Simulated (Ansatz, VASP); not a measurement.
# Re: VASP beside Ansatz

File POSCAR:

```
Re
1.0
    2.8005160000      0.0000000000      0.0000000000
   -1.4002580000      2.4253190000      0.0000000000
    0.0000000000      0.0000000000      4.3815450000
Re
2
Direct
    0.3333300000      0.6666700000      0.2500000000
    0.6666600000      0.3333300000      0.7500000000
```

INCAR.step1

```
PREC = Accurate
ENCUT = 520
ISMEAR = 0
SIGMA = 0.012
LREAL = F
LASPH = T
NELM = 150
MAGMOM = 0.341 -1.744 -0.918 0.341 -1.744 -0.918
LSORBIT = T
GGA_COMPAT = F
LMAXMIX = 4
NBANDS = 26
GGA = PE
ALGO = Normal
EDIFF = 1E-4
LWAVE = T
LCHARG = F
```

INCAR.step2

```
PREC = Accurate
ENCUT = 520
EDIFF = 1E-6
ISMEAR = 0
SIGMA = 0.012
LREAL = F
LASPH = T
NELM = 150
ALGO = Normal
ISIF = 2
LWAVE = F
LCHARG = T
MAGMOM = 0.341 -1.744 -0.918 0.341 -1.744 -0.918
LORBIT = 11
LSORBIT = T
GGA_COMPAT = F
LORBMOM = T
LMAXMIX = 4
METAGGA = R2SCAN
LMIXTAU = T
LVHAR = T
NBANDS = 26
ISTART = 1
```

KPOINTS

```
Automatic mesh
0
Gamma
  7 7 4
```

Input for Ansatz:

```yaml
crystal:
  lattice:
    - [2.800516, 0.0, 0.0]
    - [-1.400258, 2.425319, 0.0]
    - [0.0, 0.0, 4.381545]
  atoms:
    - { symbol: Re, position: [0.33333, 0.66667, 0.25], spin: 2, spin_axis: [0.17028, -0.87199, -0.45895] }
    - { symbol: Re, position: [0.66666, 0.33333, 0.75], spin: 2, spin_axis: [0.17028, -0.87199, -0.45895] }
kpoints:
  mp_grid: { grid: [7, 7, 4], shift: [0.0, 0.0, 0.0] }
  band_path:
    path:
      - [0.0, 0.0, 0.0]
      - [0.49999992, 1.0e-07, 0.0]
      - [0.33333328, 0.33333349, 0.0]
      - [0.0, 0.0, 0.0]
      - [0.0, 0.0, 0.5]
      - [0.49999992, 1.0e-07, 0.5]
      - [0.33333328, 0.33333349, 0.5]
      - [0.0, 0.0, 0.5]
    npoints: 7
magnetization:
  noncollinear: true
  spin_orbit: true
scf:
  occupations: { method: gaussian, width: 0.012 }
  lower_state_search: "off"
  max_iter: 200
hamiltonian:
  pseudopotentials: { kind: paw_fr }
  xc: r2scan
basis:
  ecutwfc: 500
  fft_grid_basis: typed
output:
  forces: true
  stress: true
  eigenvalues: true
  bader: true
  populations: true
  elf: true
  write_potential: true
  volumetric_format: npy
  dos:
    e_range: [-12, 8]
    de: 0.05
    projected: { site_lists: { Re: [Re] } }
    method: { smearing: { sigma: 0.1, scheme: gaussian } }
checkpoint:
  read: saved_state
```

Alike in both runs: task single point; functional r2SCAN; k mesh 7 × 7 × 4; occupations gaussian, width 0.012 eV; non-collinear spin, spin-orbit coupling.

|  | VASP | Ansatz |
| --- | --- | --- |
| version | VASP 6.6.1 | Ansatz 0.2.0 |
| potentials or method | VASP PAW PBE potentials, release 64 (Re), cutoff 520 eV | PAW plane waves |
| valence electrons in the cell | 14 | 30 |

Ansatz gave:

```
pressure (GPa)                                                : -4.3
traceless stress, the component that is largest in VASP (GPa) : 8.34
net moment per atom (μB)                                      : 0.02
```

Task: Estimate VASP's values.

Result: Pressure (GPa): -4.0; traceless stress, the component that is largest in VASP (GPa): 8.31; net moment per atom (μB): 0.03.

VASP's potentials were made for PBE, not for r2SCAN. The functional is the same, so the differences come from potentials, cutoffs and numerics. VASP's potentials hold 14 valence electrons a cell and Ansatz's 30, so a difference there can come from the potentials and not from the codes. Ansatz's warnings: seeded moment not kept.

The k mesh is coarse, so the values compare programs but aren't converged.
